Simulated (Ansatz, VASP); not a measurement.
C in VASP and in Ansatz

The input INCAR:

```
  PREC = Accurate
  ENCUT = 600
  EDIFF = 1E-6
  ISMEAR = 0
  SIGMA = 0.01
  LREAL = False
  LASPH = True
  NELM = 120
  ALGO = Normal
  ISIF = 2
  LWAVE = False
  LCHARG = False
  GGA = PS
  NBANDS = 11
  GGA_COMPAT = False
```

KPOINTS

```
Automatic mesh
0
Gamma
  9 9 9
```

POSCAR

```
C
1.0
    0.0198319818      1.7700120619      1.7700120619
    1.7700120619      0.0198319818      1.7700120619
    1.7700120619      1.7700120619      0.0198319818
C
2
Direct
    0.0001916485      0.0001916485      0.0001916485
    0.2498083515      0.2498083515      0.2498083515
```

Input for Ansatz:

```yaml
crystal:
  lattice:
    - [0.0198319818, 1.7700120619, 1.7700120619]
    - [1.7700120619, 0.0198319818, 1.7700120619]
    - [1.7700120619, 1.7700120619, 0.0198319818]
  atoms:
    - { symbol: C, position: [0.0001916485, 0.0001916485, 0.0001916485] }
    - { symbol: C, position: [0.2498083515, 0.2498083515, 0.2498083515] }
basis:
  ecutwfc: 420
kpoints:
  mp_grid: { grid: [9, 9, 9] }
  band_path:
    path:
      - [0.0, 0.0, 0.0]
      - [0.0, 0.0, 0.0]
      - [0.0, 0.0, 0.0]
      - [0.0, 0.0, 0.0]
      - [0.0, 0.0, 0.0]
      - [0.0, 0.0, 0.0]
      - [0.0, 0.0, 0.0]
      - [0.0, 0.0, 0.0]
      - [0.0, 0.0, 0.0]
      - [0.0, 0.0, 0.0]
      - [0.0, 0.0, 0.0]
      - [0.0, 0.0, 0.0]
      - [0.0, 0.0, 0.0]
      - [0.0, 0.0, 0.0]
      - [0.0, 0.0, 0.0]
      - [0.0, 0.0, 0.0]
      - [0.0, 0.0, 0.0]
      - [0.0, 0.0, 0.0]
      - [0.0, 0.0, 0.0]
      - [0.0, 0.0, 0.0]
      - [0.0, 0.0, 0.0]
      - [0.0, 0.0, 0.0]
      - [0.0, 0.0, 0.0]
      - [0.0, 0.0, 0.0]
      - [0.0, 0.0, 0.0]
      - [0.0, 0.0, 0.0]
      - [0.3, 0.3, 0.0]
      - [0.3166666667, 0.3166666667, 0.0]
      - [0.3333333333, 0.3333333333, 0.0]
      - [0.35, 0.35, 0.0]
      - [0.3666666667, 0.3666666667, 0.0]
      - [0.3833333333, 0.3833333333, 0.0]
      - [0.4, 0.4, 0.0]
      - [0.4166666667, 0.4166666667, 0.0]
      - [0.4333333333, 0.4333333333, 0.0]
      - [0.45, 0.45, 0.0]
      - [0.4666666667, 0.4666666667, 0.0]
      - [0.4833333333, 0.4833333333, 0.0]
      - [0.5, 0.5, 0.0]
      - [0.0, 0.3, 0.3]
      - [0.0, 0.3166666667, 0.3166666667]
      - [0.0, 0.3333333333, 0.3333333333]
      - [0.0, 0.35, 0.35]
      - [0.0, 0.3666666667, 0.3666666667]
      - [0.0, 0.3833333333, 0.3833333333]
      - [0.0, 0.4, 0.4]
      - [0.0, 0.4166666667, 0.4166666667]
      - [0.0, 0.4333333333, 0.4333333333]
      - [0.0, 0.45, 0.45]
      - [0.0, 0.4666666667, 0.4666666667]
      - [0.0, 0.4833333333, 0.4833333333]
      - [0.0, 0.5, 0.5]
      - [0.5, 0.5, 0.5]
      - [0.5, 0.5, 0.5]
      - [0.5, 0.5, 0.5]
      - [0.5, 0.5, 0.5]
      - [0.5, 0.5, 0.5]
      - [0.5, 0.5, 0.5]
      - [0.5, 0.5, 0.5]
      - [0.5, 0.5, 0.5]
      - [0.5, 0.5, 0.5]
      - [0.5, 0.5, 0.5]
      - [0.5, 0.5, 0.5]
      - [0.5, 0.5, 0.5]
      - [0.5, 0.5, 0.5]
      - [0.0, 0.0, 0.5]
      - [0.0, 0.0, 0.5]
      - [0.0, 0.0, 0.5]
      - [0.0, 0.0, 0.5]
      - [0.0, 0.0, 0.5]
      - [0.0, 0.0, 0.5]
      - [0.0, 0.0, 0.5]
      - [0.0, 0.0, 0.5]
      - [0.0, 0.0, 0.5]
      - [0.0, 0.0, 0.5]
      - [0.0, 0.0, 0.5]
      - [0.0, 0.0, 0.5]
      - [0.0, 0.0, 0.5]
    npoints: 1
hamiltonian:
  xc: pbesol
  pseudopotentials: { kind: paw, azcp: { folder: soft_1 } }
scf:
  occupations: { method: fixed }
  n_extra_bands: 5
output:
  eigenvalues: true
```

Alike in both runs: task single point; functional PBEsol; k mesh 9 × 9 × 9; no spin polarisation.

```csv
,VASP,Ansatz
version,VASP 6.6.1,Ansatz 0.2.0
potentials or method,"VASP PAW PBE potentials, release 64 (C), cutoff 600 eV","scalar-relativistic, plane waves, PAW"
occupations,"gaussian, width 0.01 eV",fixed
valence electrons in the cell,8,8
```

|  | VASP | Ansatz | Ansatz less VASP |
| --- | --- | --- | --- |
| gap on the k mesh at the Fermi level (eV) | 4.09 | 4.10 | +0.006 |
| least direct gap on the mesh (eV) | 5.29 | 5.29 | 0.000 |

VASP's potentials were made for PBE, not for PBEsol, and Ansatz warns of the same on its side.
